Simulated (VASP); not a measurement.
# Mg (P6_3/mmc) in VASP: a series of runs

Runs on Mg. Level: PBE. Tasks: single point.

All numbers are computed with VASP 6.6.1; they aren't measurements. Logs are shortened: lines on timing, memory, paths and dates and some standing lists are left out, and cuts for length are marked.

## 1. The cell of the first run

It takes space group P6_3/mmc (No. 194, hexagonal). The conventional cell has a = 4.541 Å, b = 4.541 Å, c = 5.797 Å, α = 90.00°, β = 90.00°, γ = 120.00°. Mg (site symmetry -3m) has 8 Mg at 2.90 to 3.00 Å within 3.8 Å. Mg (site symmetry -6m2) has 12 Mg at 3.00 to 3.91 Å within 4.0 Å.

## 2. Single point, PBE (25.87 Å³/atom)

Contents of POSCAR:

```
Mg
1.0
    4.5405517165      0.0000000000      0.0000000000
   -2.2702758583      3.9322331337      0.0000000000
    0.0000000000      0.0000000000      5.7968061987
Mg
4
Direct
    0.0000000000      0.0000000000      0.0000000000
    0.0000000000      0.0000000000      0.5000000000
    0.3333333333      0.6666666667      0.2500000000
    0.6666666667      0.3333333333      0.7500000000
```

Contents of INCAR.step1:

```
SYSTEM = Mg
  ALGO = Normal
  EDIFF = 1E-6
  ENCUT = 520
  GGA = PE
  ISIF = 2
  ISMEAR = -1
  LASPH = .TRUE.
  LCHARG = .TRUE.
  LREAL = .FALSE.
  LWAVE = .FALSE.
  NBANDS = 12
  NELM = 80
  PREC = Accurate
  SIGMA = 0.05
```

Contents of KPOINTS.step1:

```
k-points
0
G
  8 8 5
  0 0 0
```

Contents of INCAR.step2:

```
SYSTEM = Mg
  ALGO = Normal
  EDIFF = 1E-6
  ENCUT = 520
  GGA = PE
  ICHARG = 11
  ISIF = 2
  ISMEAR = -5
  LASPH = .TRUE.
  LCHARG = .FALSE.
  LORBIT = 11
  LREAL = .FALSE.
  LWAVE = .FALSE.
  NBANDS = 12
  NEDOS = 2001
  NELM = 80
  PREC = Accurate
  SIGMA = 0.05
```

Contents of KPOINTS.step2:

```
k-points
0
G
  12 12 8
  0 0 0
```

Potentials or basis: VASP PAW PBE potentials, release 64 (Mg).

Run with:

```sh
> cat potpaw_PBE.64/Mg/POTCAR > POTCAR
> cp INCAR.step1 INCAR
> cp KPOINTS.step1 KPOINTS
> mpirun -np 1 vasp_std > vasp.out
> cp INCAR.step2 INCAR
> cp KPOINTS.step2 KPOINTS
> mpirun -np 1 vasp_std > vasp.out
```

OUTCAR:

```text
SYSTEM = Mg
   EDIFF = 1E-6
   ENCUT = 520
   GGA = PE
   ICHARG = 11
   ISIF = 2
   ISMEAR = -5
   LASPH = .TRUE.
   LORBIT = 11
   LREAL = .FALSE.
   NELM = 80
   PREC = Accurate

 ion  position               nearest neighbor table
   1  0.000  0.000  0.000-   2 2.90   2 2.90   4 3.00   3 3.00   4 3.00   3 3.00   4 3.00   3 3.00

   2  0.000  0.000  0.500-   1 2.90   1 2.90   4 3.00   3 3.00   4 3.00   3 3.00   4 3.00   3 3.00

   3  0.333  0.667  0.250-   1 3.00   2 3.00   1 3.00   2 3.00   1 3.00   2 3.00
   4  0.667  0.333  0.750-   1 3.00   2 3.00   1 3.00   2 3.00   1 3.00   2 3.00

  LATTYP: Found a hexagonal cell.
 ALAT       =     4.5405517165
 C/A-ratio  =     1.2766744133

  Lattice vectors:

 A1 = (   4.5405517165,   0.0000000000,   0.0000000000)
 A2 = (  -2.2702758583,   3.9322331337,   0.0000000000)
 A3 = (   0.0000000000,   0.0000000000,   5.7968061987)

Analysis of symmetry for initial positions (statically):
=====================================================================
 Subroutine PRICEL returns:
 Original cell was already a primitive cell.

 Routine SETGRP: Setting up the symmetry group for a
 hexagonal supercell.

 Subroutine GETGRP returns: Found 24 space group operations
 (whereof 12 operations were pure point group operations)
 out of a pool of 24 trial point group operations.

The static configuration has the point symmetry D_3d.
 The point group associated with its full space group is D_6h.

Analysis of symmetry for dynamics (positions and initial velocities):
=====================================================================
 Subroutine PRICEL returns:
 Original cell was already a primitive cell.

 Routine SETGRP: Setting up the symmetry group for a
 hexagonal supercell.

 Subroutine GETGRP returns: Found 24 space group operations
 (whereof 12 operations were pure point group operations)
 out of a pool of 24 trial point group operations.

The dynamic configuration has the point symmetry D_3d.
 The point group associated with its full space group is D_6h.

 Subroutine INISYM returns: Found 24 space group operations
 (whereof 12 operations are pure point group operations),
 and found     1 'primitive' translations

----------------------------------------------------------------------------------------

                                     Primitive cell

  volume of cell :     103.4991

  direct lattice vectors                    reciprocal lattice vectors
     4.540551716  0.000000000  0.000000000     0.220237553  0.127154211  0.000000000
    -2.270275858  3.932233134  0.000000000     0.000000000  0.254308421  0.000000000
     0.000000000  0.000000000  5.796806199     0.000000000  0.000000000  0.172508786

  length of vectors
     4.540551716  4.540551717  5.796806199     0.254308421  0.254308421  0.172508786

  position of ions in fractional coordinates (direct lattice)
     0.000000000  0.000000000  0.000000000
     0.000000000  0.000000000  0.500000000
     0.333333333  0.666666667  0.250000000
     0.666666667  0.333333333  0.750000000

  ion indices of the primitive-cell ions
   primitive index   ion index
                 1           1
                 2           2
                 3           3
                 4           4

----------------------------------------------------------------------------------------

 KPOINTS: k-points

Automatic generation of k-mesh.
 Grid dimensions read from file:
 generate k-points for:   12   12    8

 Generating k-lattice:

  Cartesian coordinates                     Fractional coordinates (reciprocal lattice)
     0.018353129  0.010596184  0.000000000     0.083333333 -0.000000000  0.000000000
     0.000000000  0.021192368  0.000000000     0.000000000  0.083333333  0.000000000
     0.000000000  0.000000000  0.021563598     0.000000000  0.000000000  0.125000000

  Length of vectors
     0.021192368  0.021192368  0.021563598

  Shift w.r.t. Gamma in fractional coordinates (k-lattice)
     0.000000000  0.000000000  0.000000000

 TETIRR: Found   1172 inequivalent tetrahedra from     6912

 Subroutine IBZKPT returns following result:
 ===========================================

 Found     95 irreducible k-points:

 Following reciprocal coordinates:
            Coordinates               Weight
  0.000000  0.000000  0.000000      1.000000
  0.083333  0.000000  0.000000      6.000000
  0.166667  0.000000  0.000000      6.000000
  0.250000  0.000000  0.000000      6.000000
  0.333333 -0.000000  0.000000      6.000000
  0.416667  0.000000  0.000000      6.000000
[... 16 lines left out ...]
  0.250000  0.000000  0.125000     12.000000
  0.333333 -0.000000  0.125000     12.000000
 [... further k-points ...]
   k-points           NKPTS =     95   k-points in BZ     NKDIM =     95   number of bands    NBANDS=     12
   number of dos      NEDOS =   2001   number of ions     NIONS =      4
   total plane-waves  NPLWV =  62208
   dimension x,y,z NGX =    36 NGY =   36 NGZ =   48
   dimension x,y,z NGXF=    72 NGYF=   72 NGZF=   96
   ions per type =               4
   NGX,Y,Z   is equivalent  to a cutoff of  13.18, 13.18, 13.77 a.u.
   NGXF,Y,Z  is equivalent  to a cutoff of  26.36, 26.36, 27.53 a.u.
 SYSTEM =  Mg
   PREC   = accura    normal or accurate (medium, high low for compatibility)
   ISTART =      0    job   : 0-new  1-cont  2-samecut
   ICHARG =     11    charge: 1-file 2-atom 10-const
   ISPIN  =      1    spin polarized calculation?
   LNONCOLLINEAR =      F non collinear calculations
   LSORBIT =      F    spin-orbit coupling
   LASPH  =      T    aspherical Exc in radial PAW
   ENCUT  =  520.0 eV  38.22 Ry    6.18 a.u.   8.44  8.44 10.78*2*pi/ulx,y,z
   NELM   =     80;   NELMIN=  2; NELMDL=  0     # of ELM steps
   EDIFF  = 0.1E-05   stopping-criterion for ELM
   LREAL  =      F    real-space projection
   EDIFFG = 0.1E-04   stopping-criterion for IOM
   NSW    =      0    number of steps for IOM
   IBRION =     -1    ionic relax: 0-MD 1-quasi-New 2-CG
   NFREE  =      0    steps in history (QN), initial steepest desc. (CG)
   ISIF   =      2    stress and relaxation
   ISYM   =      2    0-nonsym 1-usesym 2-fastsym
   POTIM  = 0.5000    time-step for ionic-motion
   TEBEG  =    0.0;   TEEND  =   0.0 temperature during run
   PSTRESS=    0.0 pullay stress
   NELECT =       8.0000    total number of electrons
   NUPDOWN=      -1.0000    fix difference up-down
   EMIN   =  10.00;   EMAX   =-10.00  energy-range for DOS
   EFERMI =   0.00;   METHOD = LEGACY
   ISMEAR =    -5;   SIGMA  =   0.05  broadening in eV -4-tet -1-fermi 0-gaus
   EFERMI_NEDOS =   21; number of points for ismear=-14 and -15
   IALGO  =     38    algorithm
   IMIX   =      4    mixing-type and parameters
     AMIX     =   0.40;   BMIX     =  1.00
     AMIX_MAG =   1.60;   BMIX_MAG =  1.00
  volume/ion in A,a.u.               =      25.87       174.61
  Fermi-wavevector in a.u.,A,eV,Ry     =   0.697364  1.317826  6.616731  0.486316
  Thomas-Fermi vector in A             =   1.780670
   LORBIT       =     11    0 simple, 1 ext, 2 COOP (PROOUT), +10 PAW based schemes
   GGA     = PE    functional components
   LHFCALC =     F    Hartree Fock is set to
   AEXX    =    0.0000 exact exchange contribution
   IVDW    =     0    specifies the selected vdW correction
   LEPSILON=     F    determine dielectric tensor
   LRPA    =     F    only Hartree local field effects (RPA)
 non-spin polarized calculation
 Fermi weights with tetrahedron method with Bloechl corrections
  energy-cutoff  :      520.00
  volume of cell :      103.50
 maximum number of plane-waves:      2830
 NGX is ok and might be reduce to    36

 number of electron       8.0000000 magnetization

 Free energy of the ion-electron system (eV)
  ---------------------------------------------------
  ext. energy  EPLUGINS =         0.00000000
  ---------------------------------------------------
  free energy    TOTEN  =        -4.67351248 eV

  energy without entropy =       -4.67351248  energy(sigma->0) =       -4.67351248

 E-fermi :   1.8683     XC(G=0):  -8.0524

 val. band max:        2.1354410177   @ k =   0.5000   0.0000   0.0000
 cond. band min:       1.7403047808   @ k =   0.1667   0.1667   0.1250
 fundamental gap:     -0.3951362370
 Fermi energy:         1.8682729073

 k-point     1 :       0.0000    0.0000    0.0000
  band No.  band energies     occupation
      1      -4.5040      2.00000
      2      -0.2734      2.00000
      3      -0.0229      2.00000
      4       3.8896      0.00000
      5       3.8896      0.00000
      6       4.7310      0.00000
      7       4.7310      0.00000
      8       5.5678      0.00000
      9       6.8869      0.00000
     10       7.8611      0.00000
     11       7.8612      0.00000
     12       8.2084      0.00000

 k-point     2 :       0.0833    0.0000    0.0000
  band No.  band energies     occupation
      1      -4.4377      2.00000
      2      -0.2150      2.00000
      3       0.0421      2.00000
      4       3.1243      0.00000
      5       3.5463      0.00000
      6       4.5651      0.00000
      7       5.1625      0.00000
      8       6.1396      0.00000
      9       7.1777      0.00000
     10       7.3991      0.00000
     11       7.4877      0.00000
     12       7.6735      0.00000
[... 301 lines left out ...]
 k-point    23 :       0.2500    0.0000    0.1250
  band No.  band energies     occupation
      1      -3.8414      2.00000
      2      -0.5994      2.00000
      3       0.8593      2.01305
      4       1.5194      1.90004
      5       2.7254     -0.00055
      6       3.5504      0.00000
      7       4.3803      0.00000
      8       5.6297      0.00000
      9       6.0265      0.00000
     10       7.1300      0.00000
     11       7.3815      0.00000
     12       8.1701      0.00000

 k-point    24 :       0.3333   -0.0000    0.1250
  band No.  band energies     occupation
      1      -3.3878      2.00000
      2      -0.3395      2.00000
      3      -0.0132      2.00000
      4       1.8742      1.64609
      5       2.4335     -0.06315
      6       2.8785      0.00000
      7       3.7489      0.00000
      8       5.1366      0.00000
      9       5.4017      0.00000
     10       7.0579      0.00000
     11       7.3084      0.00000
     12       8.7872      0.00000

 [... further k-points ...]
[... 5 lines left out ...]
  --------------------------------------------------------------------------------------
  -------------------------------------------------------------------------------------
  Total        1.3423923      1.3423923      2.0147741     -0.0000000      0.0000000      0.0000000
  in kB       20.7803746     20.7803746     31.1889160     -0.0000000      0.0000000      0.0000000
  external PRESSURE =      24.2498884 kB  Pullay stress =       0.0000000 kB

 VOLUME and BASIS-vectors are now :
 -----------------------------------------------------------------------------
  energy-cutoff  :      520.00
  volume of cell :      103.50
      direct lattice vectors                 reciprocal lattice vectors
     4.540551716  0.000000000  0.000000000     0.220237553  0.127154211  0.000000000
    -2.270275858  3.932233134  0.000000000     0.000000000  0.254308421  0.000000000
     0.000000000  0.000000000  5.796806199     0.000000000  0.000000000  0.172508786

 POSITION                                       TOTAL-FORCE (eV/Angst)
 -----------------------------------------------------------------------------------
      0.00000      0.00000      0.00000        -0.000000      0.000000     -0.000000
      0.00000      0.00000      2.89840        -0.000000      0.000000     -0.000000
     -0.00000      2.62149      1.44920         0.000000      0.000000      0.000000
      2.27028      1.31074      4.34760        -0.000000      0.000000      0.000000
 -----------------------------------------------------------------------------------
    total drift:                                0.000000     -0.000000     -0.000000

  FREE ENERGIE OF THE ION-ELECTRON SYSTEM (eV)
  ---------------------------------------------------
  free  energy   TOTEN  =        -4.6735124795 eV

  energy  without entropy=       -4.6735124795  energy(sigma->0) =       -4.67351248

 total charge

# of ion       s       p       d       tot
------------------------------------------
    1        0.238   0.137   0.009   0.384
    2        0.238   0.137   0.009   0.384
    3        0.238   0.104   0.008   0.350
    4        0.238   0.104   0.008   0.350
--------------------------------------------------
tot          0.951   0.481   0.035   1.468
```

Run time: 31 s. Hardware: 1 thread of Intel Xeon Platinum 8481C at 2.70GHz (Sapphire Rapids), shared host; peak memory 0.28 GiB.

Results:

```yaml
Valence_electrons_inside_the_program's_atomic_spheres: Mg 0.38, 0.35 (each value once)
```

Caveat: tetrahedron occupations give inexact forces and stress in metals.

## 3. Single point, PBE (25.87 Å³/atom)

POSCAR is that of step 2.

Contents of INCAR.step1:

```
  PREC = Accurate
  ENCUT = 520
  EDIFF = 1E-6
  ISMEAR = -1
  SIGMA = 0.05
  LREAL = False
  LASPH = True
  NELM = 80
  ALGO = Normal
  ISIF = 2
  LWAVE = False
  LCHARG = True
  GGA = PE
  NBANDS = 12
```

Contents of KPOINTS.step1:

```
Automatic mesh
0
Gamma
  8 8 5
```

Contents of INCAR.step2:

```
  PREC = Accurate
  ENCUT = 520
  EDIFF = 1E-6
  ISMEAR = -5
  SIGMA = 0.05
  LREAL = False
  LASPH = True
  NELM = 80
  ALGO = Normal
  ISIF = 2
  LWAVE = False
  LCHARG = False
  GGA = PE
  LORBIT = 11
  NBANDS = 12
  NEDOS = 2001
  ICHARG = 11
```

Contents of KPOINTS.step2:

```
Automatic mesh
0
Gamma
  12 12 8
```

Potentials or basis: VASP PAW PBE potentials, release 64 (Mg).

Run with:

```sh
> cat potpaw_PBE.64/Mg/POTCAR > POTCAR
> cp INCAR.step1 INCAR
> cp KPOINTS.step1 KPOINTS
> mpirun -np 1 vasp_std > vasp.out
> cp INCAR.step2 INCAR
> cp KPOINTS.step2 KPOINTS
> mpirun -np 1 vasp_std > vasp.out
```

OUTCAR:

```text
PREC = Accurate
   ENCUT = 520
   EDIFF = 1E-6
   ISMEAR = -5
   LREAL = False
   LASPH = True
   NELM = 80
   ISIF = 2
   GGA = PE
   LORBIT = 11
   ICHARG = 11

 ion  position               nearest neighbor table
   1  0.000  0.000  0.000-   2 2.90   2 2.90   4 3.00   3 3.00   4 3.00   3 3.00   4 3.00   3 3.00

   2  0.000  0.000  0.500-   1 2.90   1 2.90   4 3.00   3 3.00   4 3.00   3 3.00   4 3.00   3 3.00

   3  0.333  0.667  0.250-   1 3.00   2 3.00   1 3.00   2 3.00   1 3.00   2 3.00
   4  0.667  0.333  0.750-   1 3.00   2 3.00   1 3.00   2 3.00   1 3.00   2 3.00

  LATTYP: Found a hexagonal cell.
 ALAT       =     4.5405517165
 C/A-ratio  =     1.2766744133
[... 566 lines left out ...]
  external PRESSURE =      24.2498884 kB  Pullay stress =       0.0000000 kB

 VOLUME and BASIS-vectors are now :
 -----------------------------------------------------------------------------
  energy-cutoff  :      520.00
  volume of cell :      103.50
      direct lattice vectors                 reciprocal lattice vectors
     4.540551716  0.000000000  0.000000000     0.220237553  0.127154211  0.000000000
    -2.270275858  3.932233134  0.000000000     0.000000000  0.254308421  0.000000000
     0.000000000  0.000000000  5.796806199     0.000000000  0.000000000  0.172508786

 POSITION                                       TOTAL-FORCE (eV/Angst)
 -----------------------------------------------------------------------------------
      0.00000      0.00000      0.00000        -0.000000      0.000000     -0.000000
      0.00000      0.00000      2.89840        -0.000000      0.000000     -0.000000
     -0.00000      2.62149      1.44920         0.000000      0.000000      0.000000
      2.27028      1.31074      4.34760        -0.000000      0.000000      0.000000
 -----------------------------------------------------------------------------------
    total drift:                                0.000000     -0.000000     -0.000000

  FREE ENERGIE OF THE ION-ELECTRON SYSTEM (eV)
  ---------------------------------------------------
  free  energy   TOTEN  =        -4.6735124795 eV

  energy  without entropy=       -4.6735124795  energy(sigma->0) =       -4.67351248

 total charge

# of ion       s       p       d       tot
------------------------------------------
    1        0.238   0.137   0.009   0.384
    2        0.238   0.137   0.009   0.384
    3        0.238   0.104   0.008   0.350
    4        0.238   0.104   0.008   0.350
--------------------------------------------------
tot          0.951   0.481   0.035   1.468
```

OUTCAR.step1:

```text
PREC = Accurate
   ENCUT = 520
   EDIFF = 1E-6
   ISMEAR = -1
   LREAL = False
   LASPH = True
[... 593 lines left out ...]
      0.00000      0.00000      2.89840        -0.000000      0.000000      0.000000
     -0.00000      2.62149      1.44920         0.000000      0.000000      0.000000
      2.27028      1.31074      4.34760        -0.000000     -0.000000     -0.000000
 -----------------------------------------------------------------------------------
    total drift:                                0.000000     -0.000000     -0.000000

  FREE ENERGIE OF THE ION-ELECTRON SYSTEM (eV)
  ---------------------------------------------------
  free  energy   TOTEN  =        -4.6907603814 eV

  energy  without entropy=       -4.6761974737  energy(sigma->0) =       -4.68347893
```

Run time: 31 s. Hardware: 1 thread of Intel Xeon Platinum 8481C at 2.70GHz (Sapphire Rapids), shared host; peak memory 0.28 GiB.

What came out:

```yaml
Valence_electrons_inside_the_program's_atomic_spheres: Mg 0.38, 0.35 (each value once)
```

Caveat: tetrahedron occupations give inexact forces and stress in metals.
